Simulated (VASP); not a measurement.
The system is MnS.

```
Mn S
1.0
     0.00000    2.60450    2.60450
     2.60450    0.00000    2.60450
     2.60450    2.60450    0.00000
Mn S
1 1
Direct
  0.00000 0.00000 0.00000
  0.50000 0.50000 0.50000
```

Base run:

```yaml
Program: VASP 6.6.1
Functional: revPBE
Potentials_or_basis: VASP PAW PBE potentials, release 64 (Mn_pv, S)
Cutoff: 520 eV
k_mesh: 9 × 9 × 9
Occupations: fermi-dirac, width 0.05 eV
Spin: collinear spin, ferromagnetic start
Starting_moments: "[4.0, 0.0] μB"
```

Its results: pressure -0.3 GPa; net moment 4.76 μB per cell; site moments Mn +4.29; S +0.11 μB.

Question: The run is repeated on the same cell with these changes: functional from revPBE to r2SCANh; k mesh from 9 × 9 × 9 to 5 × 5 × 5. What comes out?

Answer: Pressure 1.4 GPa; net moment 5.00 μB per cell; site moments Mn +4.55; S +0.13 μB.

Several settings changed at once, so the effect can't be laid on one alone.

Caveats: the PAW data sets were made with another functional, which shifts forces and pressure a little; a cell with one magnetic atom can't hold antiferromagnetic order, which such compounds often take.
